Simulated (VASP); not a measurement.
Crystal: NiGe.

```xyz
2
Lattice="-1.8649 -1.8649 -3.7298 -1.8649 -3.7298 -1.8649 -3.7298 -1.8649 -1.8649" Properties=species:S:1:pos:R:3 pbc="T T T"
Ni    0.0000    0.0000    0.0000
Ge   -3.7298   -3.7298   -3.7298
```

| Item | Value |
| --- | --- |
| Program | VASP 6.6.1 |
| Task | relaxation of cell and atoms |
| Functional | PBEsol |
| Potentials or basis | VASP PAW PBE potentials, release 64 (Ni, Ge_d) |
| Cutoff | 600 eV |
| k mesh | 18 × 18 × 18 |
| Occupations | gaussian, width 0.1 eV |
| Spin | no spin polarisation |

At the start: pressure -1.2 GPa; volume 12.97 Å³/atom.

Problem. How do energy, volume and symmetry change on relaxing?

Solution. Over 8 steps the energy falls by 204.9 meV/atom and the volume is 12.80 Å³/atom (-1.3 %); space group R-3m (No. 166, to 0.1 Å) before and after.

Step by step:
```csv
step,energy change (eV),largest force (eV/Å),pressure (GPa),volume (Å³)
1,0.0000,0.0000,-1.25,25.94
2,-0.3701,0.0000,0.29,25.40
3,-0.4032,0.0000,2.02,25.18
4,-0.4048,0.0000,3.36,25.09
5,-0.4047,0.0000,-2.98,26.12
6,-0.4096,0.0000,-0.05,25.58
7,-0.4096,0.0000,-0.17,25.59
8,-0.4097,0.0000,0.07,25.60
```

Final structure:
```yaml
crystal:
  lattice:
    - [-1.49623, -1.49623, -3.48425]
    - [-1.49623, -3.48425, -1.49623]
    - [-3.48425, -1.49623, -1.49623]
  atoms:
    - { symbol: Ni, position: [0.00000, 0.00000, 0.00000] }
    - { symbol: Ge, position: [0.50000, 0.50000, 0.50000] }
```

Caveat: the PAW data sets were made with another functional, which shifts forces and pressure a little.
